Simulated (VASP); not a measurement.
# Ge in VASP: further runs

The runs below take Ge through single point, with PBE+D3(BJ).

Everything below comes from runs of VASP 6.6.1. Logs are shortened: lines on timing, memory, paths and dates and some standing lists are left out, and cuts for length are marked.

## (1) The cell of the first run

The cell holds a slab with vacuum, 2 atoms: a = 4.224 Å, b = 4.224 Å, c = 28.000 Å, α = 90.00°, β = 90.00°, γ = 120.00°.

## (2) Single point, PBE+D3(BJ)

INCAR

```
SYSTEM = Ge
PREC = Accurate
ENCUT = 520
EDIFF = 1E-7
ISMEAR = 0
SIGMA = 0.1
LREAL = .False.
LASPH = .True.
NELM = 80
ALGO = Normal
ISIF = 2
LWAVE = .False.
LCHARG = .True.
LDIPOL = .True.
IDIPOL = 3
DIPOL = 0.5 0.5 0.500
GGA = PE
IVDW = 12
LELF = .True.
LVHAR = .True.
LVACPOTAV = .True.
NBANDS = 21
```

KPOINTS

```
Automatic mesh
0
Gamma
  12 12 1
  0 0 0
```

POSCAR

```
Ge
1.0
    4.2240000000      0.0000000000      0.0000000000
   -2.1120000000      3.6580913056      0.0000000000
    0.0000000000      0.0000000000     28.0000000000
Ge
2
Direct
    0.3333333333      0.6666666667      0.5130892857
    0.6666666667      0.3333333333      0.4869107143
```

Potentials or basis: VASP PAW PBE potentials, release 64 (Ge_d).

Run with:

```sh
$ cat potpaw_PBE.64/Ge_d/POTCAR > POTCAR
$ mpirun -np 1 vasp_std > vasp.out
```

OUTCAR:

```text
SYSTEM = Ge
   PREC = Accurate
   ENCUT = 520
   EDIFF = 1E-7
   ISMEAR = 0
   LREAL = .False.
   LASPH = .True.
   NELM = 80
   ISIF = 2
   GGA = PE
   IVDW = 12
 IVDW          = 12

 ion  position               nearest neighbor table
   1  0.333  0.667  0.513-   2 2.55   2 2.55   2 2.55
   2  0.667  0.333  0.487-   1 2.55   1 2.55   1 2.55

  LATTYP: Found a hexagonal cell.
 ALAT       =     4.2240000000
 C/A-ratio  =     6.6287878788

  Lattice vectors:

 A1 = (   4.2240000000,   0.0000000000,   0.0000000000)
 A2 = (  -2.1120000000,   3.6580913056,   0.0000000000)
 A3 = (   0.0000000000,   0.0000000000,  28.0000000000)

Analysis of symmetry for initial positions (statically):
=====================================================================
 Subroutine PRICEL returns:
 Original cell was already a primitive cell.

 Routine SETGRP: Setting up the symmetry group for a
 hexagonal supercell.

 Subroutine GETGRP returns: Found 12 space group operations
 (whereof 12 operations were pure point group operations)
 out of a pool of 24 trial point group operations.

The static configuration has the point symmetry D_3d.

Analysis of symmetry for dynamics (positions and initial velocities):
=====================================================================
 Subroutine PRICEL returns:
 Original cell was already a primitive cell.

 Routine SETGRP: Setting up the symmetry group for a
 hexagonal supercell.

 Subroutine GETGRP returns: Found 12 space group operations
 (whereof 12 operations were pure point group operations)
 out of a pool of 24 trial point group operations.

The dynamic configuration has the point symmetry D_3d.

 Subroutine INISYM returns: Found 12 space group operations
 (whereof 12 operations are pure point group operations),
 and found     1 'primitive' translations

----------------------------------------------------------------------------------------

                                     Primitive cell

  volume of cell :     432.6498

  direct lattice vectors                    reciprocal lattice vectors
     4.224000000  0.000000000  0.000000000     0.236742424  0.136683302  0.000000000
    -2.112000000  3.658091306  0.000000000     0.000000000  0.273366605  0.000000000
     0.000000000  0.000000000 28.000000000     0.000000000  0.000000000  0.035714286

  length of vectors
     4.224000000  4.224000000 28.000000000     0.273366605  0.273366605  0.035714286

  position of ions in fractional coordinates (direct lattice)
     0.333333333  0.666666667  0.513089286
     0.666666667  0.333333333  0.486910714

  ion indices of the primitive-cell ions
   primitive index   ion index
                 1           1
                 2           2

----------------------------------------------------------------------------------------

 KPOINTS: Automatic mesh

Automatic generation of k-mesh.
 Grid dimensions read from file:
 generate k-points for:   12   12    1

 Generating k-lattice:

  Cartesian coordinates                     Fractional coordinates (reciprocal lattice)
     0.019728535  0.011390275  0.000000000     0.083333333  0.000000000  0.000000000
     0.000000000  0.022780550  0.000000000     0.000000000  0.083333333  0.000000000
     0.000000000  0.000000000  0.035714286     0.000000000  0.000000000  1.000000000

  Length of vectors
     0.022780550  0.022780550  0.035714286

  Shift w.r.t. Gamma in fractional coordinates (k-lattice)
     0.000000000  0.000000000  0.000000000

 Subroutine IBZKPT returns following result:
 ===========================================

 Found     19 irreducible k-points:

 Following reciprocal coordinates:
            Coordinates               Weight
  0.000000  0.000000  0.000000      1.000000
  0.083333  0.000000  0.000000      6.000000
  0.166667  0.000000  0.000000      6.000000
  0.250000  0.000000  0.000000      6.000000
  0.333333 -0.000000  0.000000      6.000000
  0.416667  0.000000  0.000000      6.000000
[... 11 lines left out ...]
  0.333333  0.250000  0.000000     12.000000
  0.333333  0.333333  0.000000      2.000000
   k-points           NKPTS =     19   k-points in BZ     NKDIM =     19   number of bands    NBANDS=     21
   number of dos      NEDOS =    301   number of ions     NIONS =      2
   total plane-waves  NPLWV = 215040
   dimension x,y,z NGX =    32 NGY =   32 NGZ =  210
   dimension x,y,z NGXF=    64 NGYF=   64 NGZF=  420
   ions per type =               2
   NGX,Y,Z   is equivalent  to a cutoff of  12.59, 12.59, 12.47 a.u.
   NGXF,Y,Z  is equivalent  to a cutoff of  25.19, 25.19, 24.94 a.u.
 SYSTEM =  Ge
   PREC   = accura    normal or accurate (medium, high low for compatibility)
   ISTART =      0    job   : 0-new  1-cont  2-samecut
   ICHARG =      2    charge: 1-file 2-atom 10-const
   ISPIN  =      1    spin polarized calculation?
   LNONCOLLINEAR =      F non collinear calculations
   LSORBIT =      F    spin-orbit coupling
   LASPH  =      T    aspherical Exc in radial PAW
   ENCUT  =  520.0 eV  38.22 Ry    6.18 a.u.   7.85  7.85 52.06*2*pi/ulx,y,z
   NELM   =     80;   NELMIN=  2; NELMDL= -5     # of ELM steps
   EDIFF  = 0.1E-06   stopping-criterion for ELM
   LREAL  =      F    real-space projection
   EDIFFG = 0.1E-05   stopping-criterion for IOM
   NSW    =      0    number of steps for IOM
   IBRION =     -1    ionic relax: 0-MD 1-quasi-New 2-CG
   NFREE  =      0    steps in history (QN), initial steepest desc. (CG)
   ISIF   =      2    stress and relaxation
   ISYM   =      2    0-nonsym 1-usesym 2-fastsym
   POTIM  = 0.5000    time-step for ionic-motion
   TEBEG  =    0.0;   TEEND  =   0.0 temperature during run
   PSTRESS=    0.0 pullay stress
   NELECT =      28.0000    total number of electrons
   NUPDOWN=      -1.0000    fix difference up-down
   EMIN   =  10.00;   EMAX   =-10.00  energy-range for DOS
   EFERMI =   0.00;   METHOD = LEGACY
   ISMEAR =     0;   SIGMA  =   0.10  broadening in eV -4-tet -1-fermi 0-gaus
   EFERMI_NEDOS =   21; number of points for ismear=-14 and -15
   IALGO  =     38    algorithm
   IMIX   =      4    mixing-type and parameters
     AMIX     =   0.40;   BMIX     =  1.00
     AMIX_MAG =   1.60;   BMIX_MAG =  1.00
  volume/ion in A,a.u.               =     216.32      1459.83
  Fermi-wavevector in a.u.,A,eV,Ry     =   0.657277  1.242074  5.877901  0.432014
  Thomas-Fermi vector in A             =   1.728734
   LORBIT       =      0    0 simple, 1 ext, 2 COOP (PROOUT), +10 PAW based schemes
   GGA     = PE    functional components
   LHFCALC =     F    Hartree Fock is set to
   AEXX    =    0.0000 exact exchange contribution
   IVDW    =    12    specifies the selected vdW correction
   LEPSILON=     F    determine dielectric tensor
   LRPA    =     F    only Hartree local field effects (RPA)
 non-spin polarized calculation
 Gauss-broadening in eV      SIGMA  =   0.10
  energy-cutoff  :      520.00
  volume of cell :      432.65
 maximum number of plane-waves:     11693
 NGX is ok and might be reduce to    32
   NGX = 15   NGY = 15   NGZ =105

 number of electron      27.9999999 magnetization

 dipolmoment           0.000000      0.000000     -0.000000 electrons x Angstroem

 Free energy of the ion-electron system (eV)
  ---------------------------------------------------
  ext. energy  EPLUGINS =         0.00000000
  ---------------------------------------------------
  free energy    TOTEN  =        -7.96405609 eV

  energy without entropy =       -7.96216781  energy(sigma->0) =       -7.96311195

 E-fermi :  -3.5473     XC(G=0):  -1.5883

 val. band max:       -3.9841707799   @ k =   0.3333   0.2500   0.0000
 cond. band min:      -3.5428564955   @ k =   0.0000   0.0000   0.0000
 fundamental gap:      0.4413142844
 Fermi energy:        -3.5472976900

 k-point     1 :       0.0000    0.0000    0.0000
  band No.  band energies     occupation
      1     -27.9947      2.00000
      2     -27.9947      2.00000
      3     -27.9763      2.00000
      4     -27.9641      2.00000
      5     -27.9641      2.00000
      6     -27.9337      2.00000
[... 13 lines left out ...]
     20       0.9381      0.00000
     21       1.2381      0.00000

 k-point     2 :       0.0833    0.0000    0.0000
  band No.  band energies     occupation
      1     -27.9981      2.00000
      2     -27.9959      2.00000
      3     -27.9808      2.00000
      4     -27.9620      2.00000
      5     -27.9581      2.00000
      6     -27.9293      2.00000
[... 13 lines left out ...]
     20       1.0069      0.00000
     21       1.2944      0.00000

 k-point     3 :       0.1667    0.0000    0.0000
  band No.  band energies     occupation
      1     -28.0048      2.00000
      2     -27.9985      2.00000
      3     -27.9875      2.00000
      4     -27.9572      2.00000
      5     -27.9488      2.00000
      6     -27.9178      2.00000
[... 13 lines left out ...]
     20       1.1959      0.00000
     21       1.4569      0.00000

 k-point     4 :       0.2500    0.0000    0.0000
  band No.  band energies     occupation
      1     -28.0104      2.00000
      2     -28.0008      2.00000
      3     -27.9943      2.00000
      4     -27.9519      2.00000
      5     -27.9404      2.00000
      6     -27.9029      2.00000
[... 13 lines left out ...]
     20       1.7220      0.00000
     21       1.8373      0.00000

 k-point     5 :       0.3333   -0.0000    0.0000
  band No.  band energies     occupation
      1     -28.0134      2.00000
      2     -28.0021      2.00000
      3     -28.0007      2.00000
      4     -27.9477      2.00000
      5     -27.9333      2.00000
      6     -27.8884      2.00000
[... 13 lines left out ...]
     20       2.3804      0.00000
     21       2.6086      0.00000
[... 262 lines left out ...]
     20       3.6307      0.00000
     21       3.7119      0.00000

 k-point    17 :       0.2500    0.2500    0.0000
  band No.  band energies     occupation
      1     -28.0126      2.00000
      2     -28.0115      2.00000
      3     -28.0064      2.00000
      4     -27.9444      2.00000
      5     -27.9098      2.00000
      6     -27.8840      2.00000
[... 13 lines left out ...]
     20       2.8881      0.00000
     21       3.1260      0.00000

 k-point    18 :       0.3333    0.2500    0.0000
  band No.  band energies     occupation
      1     -28.0129      2.00000
      2     -28.0120      2.00000
      3     -28.0102      2.00000
      4     -27.9413      2.00000
      5     -27.9027      2.00000
      6     -27.8902      2.00000
[... 13 lines left out ...]
     20       3.3076      0.00000
     21       3.6586      0.00000

 k-point    19 :       0.3333    0.3333    0.0000
  band No.  band energies     occupation
      1     -28.0140      2.00000
      2     -28.0116      2.00000
      3     -28.0116      2.00000
      4     -27.9400      2.00000
      5     -27.8964      2.00000
      6     -27.8908      2.00000
[... 13 lines left out ...]
     20       3.1219      0.00000
     21       3.2315      0.00000

------------------------ aborting loop because EDIFF is reached ----------------------------------------

 vacuum level on the upper side and lower side of the slab       (xc-potential included)        -0.075        -0.075

 Edisp (eV)   -0.27971

 E8    (eV) :    -0.1335

  FORCE on cell =-STRESS in cart. coord.  units (eV):
  Direction    XX          YY          ZZ          XY          YZ          ZX
  --------------------------------------------------------------------------------------
  -------------------------------------------------------------------------------------
  Total      -2.46425    -2.46425    -0.28499     0.00000    -0.00000    -0.00000
  in kB      -9.12556    -9.12556    -1.05536     0.00000    -0.00000    -0.00000
  external pressure =       -6.44 kB  Pullay stress =        0.00 kB

 VOLUME and BASIS-vectors are now :
 -----------------------------------------------------------------------------
  energy-cutoff  :      520.00
  volume of cell :      432.65
      direct lattice vectors                 reciprocal lattice vectors
     4.224000000  0.000000000  0.000000000     0.236742424  0.136683302  0.000000000
    -2.112000000  3.658091306  0.000000000     0.000000000  0.273366605  0.000000000
     0.000000000  0.000000000 28.000000000     0.000000000  0.000000000  0.035714286

 POSITION                                       TOTAL-FORCE (eV/Angst)
 -----------------------------------------------------------------------------------
     -0.00000      2.43873     14.36650         0.000000     -0.000000     -0.371200
      2.11200      1.21936     13.63350        -0.000000      0.000000      0.371200
 -----------------------------------------------------------------------------------
    total drift:                               -0.000000      0.000000      0.000000

  FREE ENERGIE OF THE ION-ELECTRON SYSTEM (eV)
  ---------------------------------------------------
  free  energy   TOTEN  =        -8.2437703865 eV

  energy  without entropy=       -8.2418821072  energy(sigma->0) =       -8.24282625

 vacuum level on the upper side and lower side of the slab         0.968         0.968
```

It took 4.7 min on 1 thread of Intel Xeon Platinum 8259CL at 2.50GHz (Skylake/Cascade Lake), shared host; peak memory 0.57 GiB.

Results:

* Free energy: -8.2438 eV
* Largest force: 0.371 eV/Å
* Band gap on the k mesh: zero (bands 14 and 15 overlap by 0.02 eV)
* Dispersion energy per atom: -0.140 eV
* Work function of the upper face: 4.52 eV
* Work function of the lower face: 4.52 eV

Forces in eV/Å, atoms in the order of the input:
```
Ge   0.000  0.000 -0.371
Ge   0.000  0.000  0.371
```

(Part 1 of 2 ends here.)

The gap in the log of VASP goes by the Fermi energy; the results here count the filled bands.